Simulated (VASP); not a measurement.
# Cr (P6_3/mmc) in VASP: a series of runs

The runs below take Cr through single point, with PBE.

Program: VASP 6.6.1. These are calculated values, not measurements. Logs are shortened: lines on timing, memory, paths and dates and some standing lists are left out, and cuts for length are marked.

**1. The cell of the first run**

The structure is hexagonal, space group P6_3/mmc (No. 194). The conventional cell has a = 3.340 Å, b = 3.340 Å, c = 5.511 Å, α = 90.00°, β = 90.00°, γ = 120.00°. Within 2.7 Å of Cr (site symmetry 3m) lie 4 Cr at 2.05 to 2.07 Å.

This isn't the form of Cr at room conditions, which is bcc.

**2. Single point, PBE, collinear spin, ferromagnetic start**

File INCAR:

```
SYSTEM = Cr
ALGO = Normal
EDIFF = 1E-6
ENCUT = 520
GGA = PE
ISIF = 2
ISMEAR = 0
ISPIN = 2
LASPH = .True.
LCHARG = .False.
LMAXMIX = 4
LORBIT = 11
LREAL = .False.
LWAVE = .False.
MAGMOM = 3 3 3 3
NBANDS = 36
NELM = 150
PREC = Accurate
SIGMA = 0.1
```

File KPOINTS:

```
k-points
0
Gamma
  6 6 4
  0 0 0
```

File POSCAR:

```
Cr
1.0
    3.3400679813      0.0000000000      0.0000000000
   -1.6700339906      2.8925837222      0.0000000000
    0.0000000000      0.0000000000      5.5111121691
Cr
4
Direct
    0.3333333333      0.6666666667      0.4375000000
    0.6666666667      0.3333333333      0.9375000000
    0.6666666667      0.3333333333      0.5625000000
    0.3333333333      0.6666666667      0.0625000000
```

Potentials or basis: VASP PAW PBE potentials, release 64 (Cr_pv).

Run with:

```console
> cat potpaw_PBE.64/Cr_pv/POTCAR > POTCAR
> mpirun -np 1 vasp_std > vasp.out
```

OUTCAR:

```text
SYSTEM = Cr
   EDIFF = 1E-6
   ENCUT = 520
   GGA = PE
   ISIF = 2
   ISMEAR = 0
   ISPIN = 2
   LASPH = .True.
   LORBIT = 11
   LREAL = .False.
   NELM = 150
   PREC = Accurate

 ion  position               nearest neighbor table
   1  0.333  0.667  0.438-   3 2.05   3 2.05   3 2.05   4 2.07
   2  0.667  0.333  0.938-   4 2.05   4 2.05   4 2.05   3 2.07
   3  0.667  0.333  0.562-   1 2.05   1 2.05   1 2.05   2 2.07
   4  0.333  0.667  0.062-   2 2.05   2 2.05   2 2.05   1 2.07

  LATTYP: Found a hexagonal cell.
 ALAT       =     3.3400679813
 C/A-ratio  =     1.6500000000

  Lattice vectors:

 A1 = (   3.3400679813,   0.0000000000,   0.0000000000)
 A2 = (  -1.6700339906,   2.8925837222,   0.0000000000)
 A3 = (   0.0000000000,   0.0000000000,   5.5111121691)

Analysis of symmetry for initial positions (statically):
=====================================================================
 Subroutine PRICEL returns:
 Original cell was already a primitive cell.

 Routine SETGRP: Setting up the symmetry group for a
 hexagonal supercell.

 Subroutine GETGRP returns: Found 24 space group operations
 (whereof 12 operations were pure point group operations)
 out of a pool of 24 trial point group operations.

The static configuration has the point symmetry D_3d.
 The point group associated with its full space group is D_6h.

Analysis of symmetry for dynamics (positions and initial velocities):
=====================================================================
 Subroutine PRICEL returns:
 Original cell was already a primitive cell.

 Routine SETGRP: Setting up the symmetry group for a
 hexagonal supercell.

 Subroutine GETGRP returns: Found 24 space group operations
 (whereof 12 operations were pure point group operations)
 out of a pool of 24 trial point group operations.

The dynamic configuration has the point symmetry D_3d.
 The point group associated with its full space group is D_6h.

Analysis of structural, dynamic, and magnetic symmetry:
=====================================================================
 Subroutine PRICEL returns:
 Original cell was already a primitive cell.

 Routine SETGRP: Setting up the symmetry group for a
 hexagonal supercell.

 Subroutine GETGRP returns: Found 24 space group operations
 (whereof 12 operations were pure point group operations)
 out of a pool of 24 trial point group operations.

[... 126 lines left out ...]
   GGA     = PE    functional components
   LHFCALC =     F    Hartree Fock is set to
   AEXX    =    0.0000 exact exchange contribution
   IVDW    =     0    specifies the selected vdW correction
   LEPSILON=     F    determine dielectric tensor
   LRPA    =     F    only Hartree local field effects (RPA)
 spin polarized calculation
 Gauss-broadening in eV      SIGMA  =   0.10
  energy-cutoff  :      520.00
  volume of cell :       53.25
 maximum number of plane-waves:      1472
 NGX is ok and might be reduce to    28
   NGX = 13   NGY = 13   NGZ = 21

 number of electron      47.9999995 magnetization      -0.0011434

 number of electron      47.9999995 magnetization       0.0008066

 Free energy of the ion-electron system (eV)
  ---------------------------------------------------
  ext. energy  EPLUGINS =         0.00000000
  ---------------------------------------------------
  free energy    TOTEN  =       -28.51851562 eV

  energy without entropy =      -28.49418799  energy(sigma->0) =      -28.50635181

 E-fermi :   8.8303     XC(G=0): -12.4397

 val. band max:        8.8283081859   @ k =   0.3333   0.3333   0.2500
 cond. band min:       8.8537940451   @ k =   0.3333   0.1667   0.0000
 fundamental gap:      0.0254858592
 Fermi energy:         8.8303197836

 spin component 1

 k-point     1 :       0.0000    0.0000    0.0000
  band No.  band energies     occupation
      1     -34.3883      1.00000
      2     -34.3883      1.00000
      3     -34.2188      1.00000
      4     -34.2188      1.00000
      5     -34.1568      1.00000
      6     -34.1101      1.00000
[... 808 lines left out ...]
     35      14.0717      0.00000
     36      14.0717      0.00000
 Fermi energy:         8.8303197836

 spin component 2

 k-point     1 :       0.0000    0.0000    0.0000
  band No.  band energies     occupation
      1     -34.3882      1.00000
      2     -34.3882      1.00000
      3     -34.2187      1.00000
      4     -34.2187      1.00000
      5     -34.1567      1.00000
      6     -34.1099      1.00000
[... 808 lines left out ...]
     35      14.0718      0.00000
     36      14.0718      0.00000

------------------------ aborting loop because EDIFF is reached ----------------------------------------

  FORCE on cell =-STRESS in cart. coord.  units (eV):
  Direction    XX          YY          ZZ          XY          YZ          ZX
  --------------------------------------------------------------------------------------
  -------------------------------------------------------------------------------------
  Total       11.8181520     11.8181520     11.9066436      0.0000000      0.0000000      0.0000000
  in kB      355.6146636    355.6146636    358.2774230      0.0000000      0.0000000      0.0000000
  external PRESSURE =     356.5022501 kB  Pullay stress =       0.0000000 kB

 VOLUME and BASIS-vectors are now :
 -----------------------------------------------------------------------------
  energy-cutoff  :      520.00
  volume of cell :       53.25
      direct lattice vectors                 reciprocal lattice vectors
     3.340067981  0.000000000  0.000000000     0.299395104  0.172855844  0.000000000
    -1.670033991  2.892583722  0.000000000     0.000000000  0.345711688  0.000000000
     0.000000000  0.000000000  5.511112169     0.000000000  0.000000000  0.181451578

 POSITION                                       TOTAL-FORCE (eV/Angst)
 -----------------------------------------------------------------------------------
     -0.00000      1.92839      2.41111         0.000000     -0.000000     -0.715809
      1.67003      0.96419      5.16667        -0.000000      0.000000     -0.715809
      1.67003      0.96419      3.10000        -0.000000      0.000000      0.715809
     -0.00000      1.92839      0.34444        -0.000000     -0.000000      0.715809
 -----------------------------------------------------------------------------------
    total drift:                               -0.000000      0.000000     -0.000000

  FREE ENERGIE OF THE ION-ELECTRON SYSTEM (eV)
  ---------------------------------------------------
  free  energy   TOTEN  =       -28.5185156214 eV

  energy  without entropy=      -28.4941879942  energy(sigma->0) =      -28.50635181

 total charge

# of ion       s       p       d       tot
------------------------------------------
    1        0.511   6.243   4.782  11.536
    2        0.511   6.243   4.782  11.536
    3        0.511   6.243   4.782  11.536
    4        0.511   6.243   4.782  11.536
--------------------------------------------------
tot          2.045  24.970  19.127  46.142

 magnetization (x)

# of ion       s       p       d       tot
------------------------------------------
    1        0.000   0.000   0.000   0.000
    2        0.000   0.000   0.000   0.000
    3        0.000   0.000   0.000   0.000
    4        0.000   0.000   0.000   0.000
--------------------------------------------------
tot          0.000   0.000   0.000   0.000
```

stdout:

```text
POSCAR found type information on POSCAR Cr
 POSCAR found :  1 types and       4 ions
 scaLAPACK will be used
 LDA part: xc-table for (Slater+PW92), standard interpolation
 POSCAR, INCAR and KPOINTS ok, starting setup
 FFT: planning ... GRIDC
 FFT: planning ... GRID_SOFT
 FFT: planning ... GRID
 WAVECAR not read
 entering main loop
```

Wall time 70 s (1 thread of Intel Xeon Platinum 8488C (Sapphire Rapids), shared host); peak memory 0.23 GiB.

What came out:

```
Free energy                                           : -28.5185 eV
Pressure                                              : 35.7 GPa
Largest force                                         : 0.716 eV/Å
Band gap on the k mesh                                : zero (filled and empty bands overlap)
Net moment                                            : 0.00 μB per cell
Valence electrons inside the program's atomic spheres : Cr 11.54
```

Forces in eV/Å, atoms in the order of the input:
```
Cr   0.000  0.000 -0.716
Cr   0.000  0.000 -0.716
Cr   0.000  0.000  0.716
Cr   0.000  0.000  0.716
```

Stress tensor (GPa, compression positive):
```
35.56  0.00  0.00
 0.00 35.56  0.00
 0.00  0.00 35.83
```

Caveat: the k points lie up to 0.36 Å⁻¹ apart; the moments typed at the start vanished in this run.

**3. Single point, PBE**

This run uses another cell than the first one, of 12.15 Å³/atom.

File INCAR:

```
PREC = Accurate ; ENCUT = 520
EDIFF = 1E-6 ; ISMEAR = 0
SIGMA = 0.1 ; LREAL = F
LASPH = T ; NELM = 100
ALGO = Fast ; ISIF = 2
LWAVE = F ; LCHARG = F
GGA = PE ; NBANDS = 32
```

File KPOINTS:

```
Automatic mesh
0
Gamma
  21 21 6
```

File POSCAR:

```
Cr
1.0
    2.6208629143      0.0000000000      0.0000000000
   -1.3104314571      2.2697338636      0.0000000000
    0.0000000000      0.0000000000      8.1708527801
Cr
4
Direct
    0.3333333333      0.6666666667      0.3771645554
    0.6666666667      0.3333333333      0.8771645554
    0.6666666667      0.3333333333      0.6228354446
    0.3333333333      0.6666666667      0.1228354446
```

Potentials or basis: VASP PAW PBE potentials, release 64 (Cr_pv).

Run with:

```console
> cat potpaw_PBE.64/Cr_pv/POTCAR > POTCAR
> mpirun -np 1 vasp_std > vasp.out
```

Run time: 3.8 min. Hardware: 1 thread of Intel Xeon Platinum 8488C (Sapphire Rapids), shared host; peak memory 0.32 GiB.

It converged, with:

```yaml
Free_energy: -35.4484 eV
Pressure: 0.2 GPa
Largest_force: 0.141 eV/Å
Band_gap_on_the_k_mesh: zero (bands 24 and 25 overlap by 0.75 eV)
```

Forces in eV/Å, atoms in the order of the input:
```
Cr   0.000  0.000  0.141
Cr   0.000  0.000  0.141
Cr   0.000  0.000 -0.141
Cr   0.000  0.000 -0.141
```

Stress tensor (GPa, compression positive):
```
-0.33  0.00  0.00
 0.00 -0.33  0.00
 0.00  0.00  1.22
```

Levels at points of the mesh, in eV from the Fermi level:
```
           k point  band 20  band 21  band 22  band 23  band 24  band 25  band 26  band 27  band 28  band 29
(0.00, 0.00, 0.00)    -0.79    -0.78    -0.78    -0.18    -0.18     0.04     0.04     0.21     0.21     0.66
(0.00, 0.00, 0.50)    -0.63    -0.63    -0.63    -0.38    -0.38    -0.38    -0.38     0.57     0.57     0.61
```

Caveat: the run has no spin polarisation, though such a crystal can be magnetic. Spin polarisation is off, so any magnetic state and its effect on volume and gap are missing.

The gap in the log of VASP goes by the Fermi energy; the results here count the filled bands.